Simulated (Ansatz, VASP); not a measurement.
**One calculation of Sc, two programs**

```xyz
1
Lattice="0.0000 2.3326 2.3326 2.3326 0.0000 2.3326 2.3326 2.3326 0.0000" Properties=species:S:1:pos:R:3 pbc="T T T"
Sc    0.0000    0.0000    0.0000
```

Change from the starting cell: volume scaled by 1.03.

Alike in both runs: task single point; functional PBE; k mesh 13 × 13 × 13; occupations fermi-dirac, width 0.03 eV; no spin polarisation.

|  | VASP | Ansatz |
| --- | --- | --- |
| version | VASP 6.6.1 | Ansatz 0.2.0 |
| potentials or method | VASP PAW PBE potentials, release 64 (Sc_sv), cutoff 520 eV | all-electron LAPW, scalar-relativistic |

|  | VASP | Ansatz | Ansatz less VASP |
| --- | --- | --- | --- |
| pressure (GPa) | -1.4 | -1.4 | -0.02 |

Ansatz ran all-electron here, and VASP with PAW potentials.
